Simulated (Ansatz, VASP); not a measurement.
One calculation of Cd3C, two programs

The input POSCAR:

```
Cd3C
1.0
    4.2608049762      0.0000000000      0.0000000000
    0.0000000000      4.2608049762      0.0000000000
    0.0000000000      0.0000000000      4.2608049762
Cd C
3 1
Direct
    0.0000000000      0.5000000000      0.5000000000
    0.5000000000      0.0000000000      0.5000000000
    0.5000000000      0.5000000000      0.0000000000
    0.0000000000      0.0000000000      0.0000000000
```

INCAR.step1

```
PREC = Accurate
ENCUT = 600
ISMEAR = 0
SIGMA = 0.1
LREAL = False
LASPH = True
NELM = 80
GGA = PE
ALGO = Normal
EDIFF = 1E-4
LWAVE = True
LCHARG = False
```

INCAR.step2

```
PREC = Accurate
ENCUT = 600
EDIFF = 1E-6
ISMEAR = 0
SIGMA = 0.1
LREAL = False
LASPH = True
NELM = 80
ALGO = Normal
ISIF = 3
LWAVE = False
LCHARG = False
METAGGA = R2SCAN
LMIXTAU = True
IBRION = 2
NSW = 90
EDIFFG = -0.04
ISTART = 1
```

KPOINTS

```
regular mesh
0
Gamma
  4 4 4
```

Input for Ansatz:

```yaml
crystal:
  lattice:
    - [4.2608049762, 0.0, 0.0]
    - [0.0, 4.2608049762, 0.0]
    - [0.0, 0.0, 4.2608049762]
  atoms:
    - { symbol: Cd, position: [0.0, 0.5, 0.5] }
    - { symbol: Cd, position: [0.5, 0.0, 0.5] }
    - { symbol: Cd, position: [0.5, 0.5, 0.0] }
    - { symbol: C, position: [0.0, 0.0, 0.0] }
basis:
  ecutwfc: 500
kpoints:
  mp_grid: { grid: [4, 4, 4] }
hamiltonian:
  xc: r2scan
scf:
  occupations: { method: gaussian, width: 0.1 }
  lower_state_search: "off"
output:
  forces: true
  stress: true
  eigenvalues: true
relax:
  adjacent_minimum: "off"
  f_tol: 0.04
  max_steps: 70
  cell: { stress_tol: 0.4 }
```

Alike in both runs: task relaxation of cell and atoms; functional r2SCAN; k mesh 4 × 4 × 4; occupations gaussian, width 0.1 eV; no spin polarisation.

|  | VASP | Ansatz |
| --- | --- | --- |
| version | VASP 6.6.1 | Ansatz 0.2.0 |
| potentials or method | VASP PAW PBE potentials, release 64 (Cd, C), cutoff 600 eV | scalar-relativistic, plane waves, PAW |
| valence electrons in the cell | 40 | 64 |

|  | VASP | Ansatz | Ansatz less VASP |
| --- | --- | --- | --- |
| gap on the k mesh at the Fermi level, each at its own relaxed structure (eV) | none | none | - |
| relaxed volume (Å³/atom) | 17.52 | 17.43 | -0.084 |
| relaxed length of the cell vector where the two differ most in proportion (Å) | 4.123 | 4.116 | -0.0066 |

VASP's potentials were made for PBE, not for r2SCAN. A gap of «none» marks a metal or a gap that the smearing closes. VASP's potentials hold 40 valence electrons a cell and Ansatz's 64, so a difference there can come from the potentials and not from the codes.

The k mesh is coarse, so the values compare programs but aren't converged.
